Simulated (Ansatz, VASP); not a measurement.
BAs in VASP and in Ansatz

```
CELL_PARAMETERS angstrom
0.00000 2.35622 2.35622
2.35622 0.00000 2.35622
2.35622 2.35622 0.00000
ATOMIC_POSITIONS crystal
B 0.00000 0.00000 0.00000
As 0.75000 0.75000 0.75000
```

Change from the starting cell: volume scaled by 0.96.

Alike in both runs: task single point; functional LDA; k mesh 13 × 13 × 13; occupations fermi-dirac, width 0.05 eV; no spin polarisation.

|  | VASP | Ansatz |
| --- | --- | --- |
| version | VASP 6.6.1 | Ansatz 0.2.0 |
| potentials or method | VASP PAW LDA potentials, release 64 (B, As), cutoff 520 eV | all-electron LAPW, scalar-relativistic |

VASP gave:

- pressure (GPa): 2.9

Question: Estimate Ansatz's values.

Answer: Pressure (GPa): 1.9.

LDA's correlation is that of Perdew and Zunger in VASP and of Perdew and Wang (1992) in Ansatz. Ansatz ran all-electron here, and VASP with PAW potentials.
